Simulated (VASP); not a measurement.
Wanted: the native input for a VASP 6.6.1 run.

```
Task                   : single point
Functional             : PBEsol
Potentials or basis    : VASP PAW PBE potentials, release 64 (Pt, Se)
Cutoff                 : 500 eV
k mesh                 : 5 × 5 × 4
Occupations            : fermi-dirac, width 0.05 eV
Spin                   : no spin polarisation
Dipole correction      : no
Further INCAR settings : ALGO = Normal; EDIFF = 1e-06; NBANDS = 18
```

The structure of PtSe2 (Sudovikovite) lies in POSCAR:

```
PtSe2
1.0
    3.7240000000      0.0000000000      0.0000000000
   -1.8620000000      3.2250786000      0.0000000000
    0.0000000000      0.0000000000      5.0620000000
Pt Se
1 2
Direct
    0.0000000000      0.0000000000      0.0000000000
    0.3333333333      0.6666666667      0.2500000000
    0.6666666667      0.3333333333      0.7500000000
```

These files were run (other wordings do the same):

INCAR

```
SYSTEM = PtSe2
ALGO = Normal
EDIFF = 1E-6
ENCUT = 500
GGA = PS
GGA_COMPAT = .FALSE.
ISIF = 2
ISMEAR = -1
LASPH = .TRUE.
LCHARG = .FALSE.
LREAL = .FALSE.
LWAVE = .FALSE.
NBANDS = 18
NELM = 120
PREC = Accurate
SIGMA = 0.05
```

KPOINTS

```
k-points
0
G
  5 5 4
  0 0 0
```

Potentials or basis: VASP PAW PBE potentials, release 64 (Pt, Se).

The run is started by

```sh
$ cat potpaw_PBE.64/Pt/POTCAR potpaw_PBE.64/Se/POTCAR > POTCAR
$ mpirun -np 1 vasp_std > vasp.out
```

Results of the run:

```
Pressure               : 2.1 GPa
Largest force          : 0.244 eV/Å
Band gap on the k mesh : zero (band 11 reaches 6.82 eV, above the bottom of band 12 at 6.63 eV)
```

Caveat: the k points lie up to 0.39 Å⁻¹ apart; the PAW data sets were made with another functional, which shifts forces and pressure a little; spin-orbit coupling is left out, which moves the levels of the heavy elements.

Run time: 8.2 s on 1 thread of Intel(R) Xeon(R) 6975P-C (Granite Rapids) (shared host), peak memory 0.18 GiB.
